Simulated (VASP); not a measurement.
# Sb (Pm-3m) in VASP: further runs, part 2 of 3

VASP 6.6.1. Earlier steps stand in the parts before.

### 3 Electric field gradients, PBEsol

This run uses another cell than the first one, of 31.55 Å³/atom, 1.010 times its volume.

INCAR reads:

```
ALGO = Normal ; EDIFF = 1E-8
ENCUT = 520 ; GGA = PS
ISIF = 2 ; ISMEAR = -1
LASPH = True ; LCHARG = False
LEFG = True ; LREAL = False
LWAVE = False ; NBANDS = 8
NELM = 100 ; PREC = Accurate
SIGMA = 0.08
```

KPOINTS reads:

```
k-points
0
Gamma
  12 12 12
```

POSCAR reads:

```
Sb
1.0
    3.1600000000      0.0000000000      0.0000000000
    0.0000000000      3.1600000000      0.0000000000
    0.0000000000      0.0000000000      3.1600000000
Sb
1
Direct
    0.0000000000      0.0000000000      0.0000000000
```

Potentials or basis: VASP PAW PBE potentials, release 64 (Sb).

On the command line:

```console
$ cat potpaw_PBE.64/Sb/POTCAR > POTCAR
$ mpirun -np 1 vasp_std > vasp.out
```

OUTCAR:

```text
EDIFF = 1E-8
   ENCUT = 520
   GGA = PS
   ISIF = 2
   ISMEAR = -1
   LASPH = True
   LREAL = False
   NELM = 100
   PREC = Accurate

 ion  position               nearest neighbor table
   1  0.000  0.000  0.000-

  LATTYP: Found a simple cubic cell.
 ALAT       =     3.1600000000

  Lattice vectors:

 A1 = (   3.1600000000,   0.0000000000,   0.0000000000)
 A2 = (   0.0000000000,   3.1600000000,   0.0000000000)
 A3 = (   0.0000000000,   0.0000000000,   3.1600000000)

Analysis of symmetry for initial positions (statically):
=====================================================================
 Subroutine PRICEL returns:
 Original cell was already a primitive cell.

 Routine SETGRP: Setting up the symmetry group for a
 simple cubic supercell.

 Subroutine GETGRP returns: Found 48 space group operations
 (whereof 48 operations were pure point group operations)
 out of a pool of 48 trial point group operations.

The static configuration has the point symmetry O_h .

Analysis of symmetry for dynamics (positions and initial velocities):
=====================================================================
 Subroutine PRICEL returns:
 Original cell was already a primitive cell.

 Routine SETGRP: Setting up the symmetry group for a
 simple cubic supercell.

 Subroutine GETGRP returns: Found 48 space group operations
 (whereof 48 operations were pure point group operations)
 out of a pool of 48 trial point group operations.

The dynamic configuration has the point symmetry O_h .

[... 151 lines left out ...]
 k-point     1 :       0.0000    0.0000    0.0000
  band No.  band energies     occupation
      1      -5.6824      2.00000
      2       9.4176      0.00000
      3       9.4176      0.00000
      4       9.4176      0.00000
      5      13.1935      0.00000
      6      13.1935      0.00000
      7      14.0952      0.00000
      8      23.7067      0.00000
[... 243 lines left out ...]
 k-point    24 :       0.4167    0.3333    0.0000
  band No.  band energies     occupation
      1      -2.3009      2.00000
      2       2.8475      2.00000
      3       4.5947      2.00000
      4      10.4456      0.00000
      5      12.3238      0.00000
      6      16.8798      0.00000
      7      19.0118      0.00000
      8      19.2399      0.00000

 [... further k-points ...]

------------------------ aborting loop because EDIFF is reached ----------------------------------------

  FORCE on cell =-STRESS in cart. coord.  units (eV):
  Direction    XX          YY          ZZ          XY          YZ          ZX
  --------------------------------------------------------------------------------------
  -------------------------------------------------------------------------------------
  Total       -0.9035369     -0.9035369     -0.9035369     -0.0000000     -0.0000000      0.0000000
  in kB      -45.8770208    -45.8770208    -45.8770208     -0.0000000     -0.0000000      0.0000000
  external PRESSURE =     -45.8770208 kB  Pullay stress =       0.0000000 kB

 VOLUME and BASIS-vectors are now :
 -----------------------------------------------------------------------------
  energy-cutoff  :      520.00
  volume of cell :       31.55
      direct lattice vectors                 reciprocal lattice vectors
     3.160000000  0.000000000  0.000000000     0.316455696  0.000000000  0.000000000
     0.000000000  3.160000000  0.000000000     0.000000000  0.316455696  0.000000000
     0.000000000  0.000000000  3.160000000     0.000000000  0.000000000  0.316455696

 POSITION                                       TOTAL-FORCE (eV/Angst)
 -----------------------------------------------------------------------------------
      0.00000      0.00000      0.00000         0.000000      0.000000      0.000000
 -----------------------------------------------------------------------------------
    total drift:                               -0.000000      0.000000      0.000000

  FREE ENERGIE OF THE ION-ELECTRON SYSTEM (eV)
  ---------------------------------------------------
  free  energy   TOTEN  =        -4.4834606832 eV

  energy  without entropy=       -4.4676959118  energy(sigma->0) =       -4.47557830

 Electric field gradients (V/A^2)
---------------------------------------------------------------------
 ion       V_xx      V_yy      V_zz      V_xy      V_xz      V_yz
---------------------------------------------------------------------
   1       0.000     0.000    -0.000    -0.000     0.000    -0.000
---------------------------------------------------------------------

 Electric field gradients after diagonalization (V/A^2)
 (convention: |V_zz| > |V_xx| > |V_yy|)
----------------------------------------------------------------------
 ion       V_xx      V_yy      V_zz     asymmetry (V_yy - V_xx)/ V_zz
----------------------------------------------------------------------
   1      -0.000     0.000     0.000       1.029
----------------------------------------------------------------------

           NMR quadrupolar parameters

 Cq : quadrupolar parameter    Cq=e*Q*V_zz/h
 eta: asymmetry parameters     (V_yy - V_xx)/ V_zz
 Q  : nuclear electric quadrupole moment in mb (millibarn)
----------------------------------------------------------------------
 ion       Cq(MHz)       eta       Q (mb)
----------------------------------------------------------------------
   1       0.000       1.029       1.000
----------------------------------------------------------------------
```

Wall time 5 s (1 thread of Intel Xeon 6975P-C (Granite Rapids), shared host); peak memory 0.14 GiB.

Results:

| Property | Result |
| --- | --- |
| Free energy | -4.4835 eV |
| Pressure | -4.6 GPa |

Levels at points of the mesh, in eV from the Fermi level:
| k point | band 1 | band 2 | band 3 | band 4 | band 5 | band 6 | band 7 | band 8 |
| --- | --- | --- | --- | --- | --- | --- | --- | --- |
| (0.00, 0.00, 0.00) | -12.05 | 3.05 | 3.05 | 3.05 | 6.83 | 6.83 | 7.73 | 17.34 |
| (0.50, 0.00, 0.00) | -9.82 | -5.28 | 4.89 | 4.89 | 8.84 | 10.30 | 11.00 | 11.22 |
| (0.50, 0.50, 0.00) | -7.49 | -3.36 | -3.36 | 2.26 | 6.72 | 12.38 | 13.01 | 13.01 |
| (0.50, 0.50, 0.50) | -4.93 | -1.56 | -1.56 | -1.56 | 4.83 | 4.83 | 4.83 | 6.89 |

Caveat: without QUAD_EFG the Cq values of the log hold for a quadrupole moment of 1 mb, not for the nuclei; the PAW data sets were made with another functional, which shifts forces and pressure a little; spin-orbit coupling is left out, which moves the levels of the heavy elements.

### 4 Electric field gradients, PBEsol

This run uses another cell than the first one, of 31.55 Å³/atom, 1.010 times its volume.

INCAR reads:

```
SYSTEM = Sb
PREC     = Accurate       ! precision mode
ENCUT    = 520            ! plane-wave cutoff, eV
EDIFF    = 1E-8           ! SCF threshold, eV
ISMEAR   = -1             ! smearing method
SIGMA    = 0.08           ! smearing width, eV
LREAL    = .False.        ! projectors in reciprocal space
LASPH    = .True.         ! aspherical terms in the spheres
NELM     = 100            ! most SCF steps
ALGO     = Normal         ! electronic algorithm
ISIF     = 2              ! what is computed and relaxed
LWAVE    = .False.        ! write WAVECAR
LCHARG   = .False.        ! write CHGCAR
GGA      = PS             ! functional
LEFG     = .True.       
NBANDS   = 8              ! bands
```

KPOINTS reads:

```
regular mesh
0
Gamma
  12 12 12
  0 0 0
```

POSCAR is that of step 3.

Potentials or basis: VASP PAW PBE potentials, release 64 (Sb).

On the command line:

```console
$ cat potpaw_PBE.64/Sb/POTCAR > POTCAR
$ mpirun -np 1 vasp_std > vasp.out
```

OUTCAR:

```text
SYSTEM = Sb
   PREC = Accurate
   ENCUT = 520
   EDIFF = 1E-8
   ISMEAR = -1
   LREAL = .False.
   LASPH = .True.
   NELM = 100
   ISIF = 2
   GGA = PS

 ion  position               nearest neighbor table
   1  0.000  0.000  0.000-

  LATTYP: Found a simple cubic cell.
 ALAT       =     3.1600000000

  Lattice vectors:

 A1 = (   3.1600000000,   0.0000000000,   0.0000000000)
 A2 = (   0.0000000000,   3.1600000000,   0.0000000000)
 A3 = (   0.0000000000,   0.0000000000,   3.1600000000)

Analysis of symmetry for initial positions (statically):
=====================================================================
 Subroutine PRICEL returns:
 Original cell was already a primitive cell.

 Routine SETGRP: Setting up the symmetry group for a
 simple cubic supercell.

 Subroutine GETGRP returns: Found 48 space group operations
 (whereof 48 operations were pure point group operations)
 out of a pool of 48 trial point group operations.

The static configuration has the point symmetry O_h .

Analysis of symmetry for dynamics (positions and initial velocities):
=====================================================================
 Subroutine PRICEL returns:
 Original cell was already a primitive cell.

 Routine SETGRP: Setting up the symmetry group for a
 simple cubic supercell.

 Subroutine GETGRP returns: Found 48 space group operations
 (whereof 48 operations were pure point group operations)
 out of a pool of 48 trial point group operations.

The dynamic configuration has the point symmetry O_h .

 Subroutine INISYM returns: Found 48 space group operations
 (whereof 48 operations are pure point group operations),
[... 152 lines left out ...]
      2       9.4176      0.00000
      3       9.4176      0.00000
      4       9.4176      0.00000
      5      13.1935      0.00000
      6      13.1935      0.00000
      7      14.0952      0.00000
      8      23.7067      0.00000
[... 243 lines left out ...]
 k-point    24 :       0.4167    0.3333    0.0000
  band No.  band energies     occupation
      1      -2.3009      2.00000
      2       2.8475      2.00000
      3       4.5947      2.00000
      4      10.4456      0.00000
      5      12.3238      0.00000
      6      16.8798      0.00000
      7      19.0118      0.00000
      8      19.2399      0.00000

 [... further k-points ...]

------------------------ aborting loop because EDIFF is reached ----------------------------------------

  FORCE on cell =-STRESS in cart. coord.  units (eV):
  Direction    XX          YY          ZZ          XY          YZ          ZX
  --------------------------------------------------------------------------------------
  -------------------------------------------------------------------------------------
  Total       -0.9035369     -0.9035369     -0.9035369     -0.0000000     -0.0000000      0.0000000
  in kB      -45.8770208    -45.8770208    -45.8770208     -0.0000000     -0.0000000      0.0000000
  external PRESSURE =     -45.8770208 kB  Pullay stress =       0.0000000 kB

 VOLUME and BASIS-vectors are now :
 -----------------------------------------------------------------------------
  energy-cutoff  :      520.00
  volume of cell :       31.55
      direct lattice vectors                 reciprocal lattice vectors
     3.160000000  0.000000000  0.000000000     0.316455696  0.000000000  0.000000000
     0.000000000  3.160000000  0.000000000     0.000000000  0.316455696  0.000000000
     0.000000000  0.000000000  3.160000000     0.000000000  0.000000000  0.316455696

 POSITION                                       TOTAL-FORCE (eV/Angst)
 -----------------------------------------------------------------------------------
      0.00000      0.00000      0.00000         0.000000      0.000000      0.000000
 -----------------------------------------------------------------------------------
    total drift:                               -0.000000      0.000000      0.000000

  FREE ENERGIE OF THE ION-ELECTRON SYSTEM (eV)
  ---------------------------------------------------
  free  energy   TOTEN  =        -4.4834606832 eV

  energy  without entropy=       -4.4676959118  energy(sigma->0) =       -4.47557830

 Electric field gradients (V/A^2)
---------------------------------------------------------------------
 ion       V_xx      V_yy      V_zz      V_xy      V_xz      V_yz
---------------------------------------------------------------------
   1       0.000     0.000    -0.000    -0.000     0.000    -0.000
---------------------------------------------------------------------

 Electric field gradients after diagonalization (V/A^2)
 (convention: |V_zz| > |V_xx| > |V_yy|)
----------------------------------------------------------------------
 ion       V_xx      V_yy      V_zz     asymmetry (V_yy - V_xx)/ V_zz
----------------------------------------------------------------------
   1      -0.000     0.000     0.000       1.029
----------------------------------------------------------------------

           NMR quadrupolar parameters

 Cq : quadrupolar parameter    Cq=e*Q*V_zz/h
 eta: asymmetry parameters     (V_yy - V_xx)/ V_zz
 Q  : nuclear electric quadrupole moment in mb (millibarn)
----------------------------------------------------------------------
 ion       Cq(MHz)       eta       Q (mb)
----------------------------------------------------------------------
   1       0.000       1.029       1.000
----------------------------------------------------------------------
```

It took 4.8 s on 1 thread of Intel Xeon 6975P-C (Granite Rapids), shared host; peak memory 0.14 GiB.

What came out:

```
Free energy : -4.4835 eV
Pressure    : -4.6 GPa
```

Caveat: without QUAD_EFG the Cq values of the log hold for a quadrupole moment of 1 mb, not for the nuclei; the PAW data sets were made with another functional, which shifts forces and pressure a little; spin-orbit coupling is left out, which moves the levels of the heavy elements.

(Part 2 of 3 ends here.)
